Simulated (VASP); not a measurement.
Ni, 1 atom in the cell. Symmetry: Fm-3m, No. 225, cubic system. The conventional cell has a = 3.524 Å, b = 3.524 Å, c = 3.524 Å, α = 90.00°, β = 90.00°, γ = 90.00°. Ni (site symmetry m-3m) has 12 Ni at 2.49 Å within 3.3 Å. 

| Item | Value |
| --- | --- |
| Program | VASP 6.6.1 |
| Task | relaxation of cell and atoms |
| Functional | PBE |
| Potentials or basis | VASP PAW PBE potentials, release 64 (Ni) |
| Cutoff | 600 eV |
| k mesh | 15 × 15 × 15 |
| Occupations | fermi-dirac, width 0.05 eV |
| Spin | collinear spin, ferromagnetic start |
| Starting moments | [0.8] μB |
| Dipole correction | no |
| Further INCAR settings | ALGO = Normal; EDIFF = 1e-06; IBRION = 2; EDIFFG = -0.01; NSW = 80; ISIF = 3 |

Potentials or basis: VASP PAW PBE potentials, release 64 (Ni).

Command:

```bash
$ cat potpaw_PBE.64/Ni/POTCAR > POTCAR
$ mpirun -np 1 vasp_std > vasp.out
```

Hardware: 1 thread of Intel(R) Xeon(R) 6975P-C (Granite Rapids) (shared host).

**Question.** Estimate the wall time of this run.

**Answer.** It took 24 s on 1 thread of Intel(R) Xeon(R) 6975P-C (Granite Rapids), on a shared host, peak memory 0.15 GiB. Counts: scf iterations 28, k points 120, ion steps 3.
